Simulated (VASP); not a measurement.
The system is AlN (series).

```
Al N
1.0
     0.00000    2.03452    2.03452
     2.03452    0.00000    2.03452
     2.03452    2.03452    0.00000
Al N
1 1
Direct
  0.50000 0.50000 0.50000
  0.00000 0.00000 0.00000
```

Base run:

```yaml
Program: VASP 6.6.1
Functional: PBEsol
Potentials_or_basis: VASP PAW PBE potentials, release 64 (Al, N)
Cutoff: 600 eV
k_mesh: 8 × 8 × 8
Occupations: gaussian, width 0.02 eV
Spin: no spin polarisation
```

Its results: band gap on the k mesh 4.37 eV, indirect (least direct gap 5.40 eV); pressure -4.7 GPa.

**Question.** The run is repeated on the same cell with these changes: k mesh from 8 × 8 × 8 to 4 × 4 × 4. What comes out?

**Answer.** Band gap on the k mesh 4.32 eV, indirect (least direct gap 5.38 eV); pressure -4.7 GPa.

Caveats: some runs use coarse meshes; the PAW data sets were made with another functional, which shifts forces and pressure a little.

A k mesh can miss the band edges.
